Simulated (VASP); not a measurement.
Set up this calculation in VASP 6.6.1, as the native input.

- Task: single point
- Functional: PBE
- Potentials or basis: VASP PAW PBE potentials, release 64 (B)
- Cutoff: 500 eV
- k mesh: 22 × 22 × 22
- Occupations: gaussian, width 0.1 eV
- Spin: no spin polarisation
- Dipole correction: no
- Further INCAR settings: ALGO = Normal; EDIFF = 1e-06; NBANDS = 8

The structure of B lies in POSCAR:

```
B
1.0
    0.0000000000      1.6523701048      1.6523701048
    1.6523701048      0.0000000000      1.6523701048
    1.6523701048      1.6523701048      0.0000000000
B
1
Direct
    0.0000000000      0.0000000000      0.0000000000
```

This isn't the form of B at room conditions, which is rhombohedral.

This cell differs from its parent crystal: Sc replaced by B, lengths x 0.696, strained.

These files were run (other wordings do the same):

INCAR

```
SYSTEM = B
ALGO = Normal ; EDIFF = 1E-6
ENCUT = 500 ; GGA = PE
GGA_COMPAT = .FALSE. ; ISIF = 2
ISMEAR = 0 ; LASPH = .TRUE.
LCHARG = .FALSE. ; LREAL = .FALSE.
LWAVE = .FALSE. ; NBANDS = 8
NELM = 120 ; PREC = Accurate
SIGMA = 0.1
```

KPOINTS

```
k-points
0
G
  22 22 22
  0 0 0
```

Potentials or basis: VASP PAW PBE potentials, release 64 (B).

Launch:

```console
$ cat potpaw_PBE.64/B/POTCAR > POTCAR
$ mpirun -np 1 vasp_std > vasp.out
```

It gave:

| Item | Value |
| --- | --- |
| Pressure | -47.0 GPa |
| Band gap on the k mesh | zero (an odd number of electrons rules out a gap without spin polarisation) |

Caveat: the cell differs from its parent crystal (Sc replaced by B, lengths x 0.696, strained); the cell stands under tension.

Run time: 10 s on 1 thread of AMD EPYC 9R45 96-Core Processor (Zen 5), on a shared host, peak memory 0.09 GiB.
